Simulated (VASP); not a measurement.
Set up this calculation in VASP 6.6.1, as the native input.

* Task: single point
* Functional: PBE
* Potentials or basis: VASP PAW PBE potentials, release 64 (Ta_pv)
* Cutoff: 520 eV
* k mesh: 20 × 20 × 20
* Occupations: gaussian, width 0.15 eV
* Spin: no spin polarisation
* Dipole correction: no
* Further INCAR settings: ALGO = Fast; EDIFF = 1e-06; NBANDS = 12

The structure of Ta lies in POSCAR:

```
Ta
1.0
   -1.7496781283      1.7496781283      1.5524894033
    1.7496781283     -1.7496781283      1.5524894033
    1.7496781283      1.7496781283     -1.5524894033
Ta
1
Direct
    0.0000000000      0.0000000000      0.0000000000
```

These files were run (other wordings do the same):

INCAR

```
ALGO = Fast ; EDIFF = 1E-6
ENCUT = 520 ; GGA = PE
ISIF = 2 ; ISMEAR = 0
LASPH = True ; LCHARG = False
LREAL = False ; LWAVE = False
NBANDS = 12 ; NELM = 100
PREC = Accurate ; SIGMA = 0.15
```

KPOINTS

```
k-points
0
Gamma
  20 20 20
```

Potentials or basis: VASP PAW PBE potentials, release 64 (Ta_pv).

Run with:

```console
$ cat potpaw_PBE.64/Ta_pv/POTCAR > POTCAR
$ mpirun -np 1 vasp_std > vasp.out
```

It gave:

```json
{
  "Pressure": "-5.8 GPa",
  "Band gap on the k mesh": "zero (an odd number of electrons rules out a gap without spin polarisation)"
}
```

Caveat: the cell stands under tension; spin-orbit coupling is left out, which moves the levels of the heavy elements.

Wall time 2.2 min on 1 thread of Intel Xeon 8259CL, on a shared host, peak memory 0.26 GiB.
